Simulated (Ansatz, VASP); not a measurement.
Two plane-wave programs on Pb

INCAR

```
ALGO = Normal ; EDIFF = 1E-7
ENCUT = 520 ; GGA = PE
ISIF = 2 ; ISMEAR = 0
LASPH = T ; LCHARG = T
LELF = T ; LREAL = F
LVHAR = T ; LWAVE = F
NBANDS = 13 ; NELM = 60
PREC = Accurate ; SIGMA = 0.1
```

KPOINTS

```
k-points
0
Gamma
  14 14 14
```

The input POSCAR:

```
Pb
1.0
    0.0000000000      2.6023760063      2.6023760063
    2.6023760063      0.0000000000      2.6023760063
    2.6023760063      2.6023760063      0.0000000000
Pb
1
Direct
    0.0000000000      0.0000000000      0.0000000000
```

Input for Ansatz:

```yaml
crystal:
  lattice:
    - [0.0, 2.6023760063, 2.6023760063]
    - [2.6023760063, 0.0, 2.6023760063]
    - [2.6023760063, 2.6023760063, 0.0]
  atoms:
    - { symbol: Pb, position: [0.0, 0.0, 0.0] }
basis:
  ecutwfc: 420
kpoints:
  mp_grid: { grid: [14, 14, 14] }
hamiltonian:
  xc: pbe
scf:
  occupations: { method: gaussian, width: 0.1 }
output:
  forces: true
  stress: true
  eigenvalues: true
```

Alike in both runs: task single point; functional PBE; k mesh 14 × 14 × 14; occupations gaussian, width 0.1 eV; no spin polarisation.

```csv
,VASP,Ansatz
version,VASP 6.6.1,Ansatz 0.2.0
potentials or method,"VASP PAW PBE potentials, release 64 (Pb_d), cutoff 520 eV","scalar-relativistic, plane waves, PAW"
valence electrons in the cell,14,14
```

|  | VASP | Ansatz | Ansatz less VASP |
| --- | --- | --- | --- |
| gap on the k mesh at the Fermi level (eV) | none | none | - |
| pressure (GPa) | -3.1 | -3.1 | +0.06 |

A gap of «none» marks a metal or a gap that the smearing closes. The functional is the same, so the differences come from potentials, cutoffs and numerics.

Neither program's run includes spin-orbit coupling.
